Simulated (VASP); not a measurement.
Input of a VASP 6.6.1 run:

Contents of INCAR:

```
PREC = Accurate
ENCUT = 520
EDIFF = 1E-8
ISMEAR = -1
SIGMA = 0.03
LREAL = F
LASPH = T
NELM = 80
ALGO = Normal
ISIF = 2
LWAVE = F
LCHARG = F
LEFG = T
NBANDS = 20
```

File KPOINTS:

```
Automatic mesh
0
Gamma
  13 13 13
```

File POSCAR:

```
TaRu
1.0
    3.2495060651      0.0000000000      0.0000000000
    0.0000000000      3.2495060651      0.0000000000
    0.0000000000      0.0000000000      3.2495060651
Ta Ru
1 1
Direct
    0.5000000000      0.5000000000      0.5000000000
    0.0000000000      0.0000000000      0.0000000000
```

Potentials or basis: VASP PAW LDA potentials, release 64 (Ta_pv, Ru_pv).

Launch:

```console
$ cat potpaw_LDA.64/Ta_pv/POTCAR potpaw_LDA.64/Ru_pv/POTCAR > POTCAR
$ mpirun -np 1 vasp_std > vasp.out
```

(1) Estimate the pressure.

(2) Predict the band gap on the k mesh.

Answers

(1) -26.5 GPa.

(2) zero (an odd number of electrons rules out a gap without spin polarisation).

Caveat: the cell stands under tension; spin-orbit coupling is left out, which moves the levels of the heavy elements.
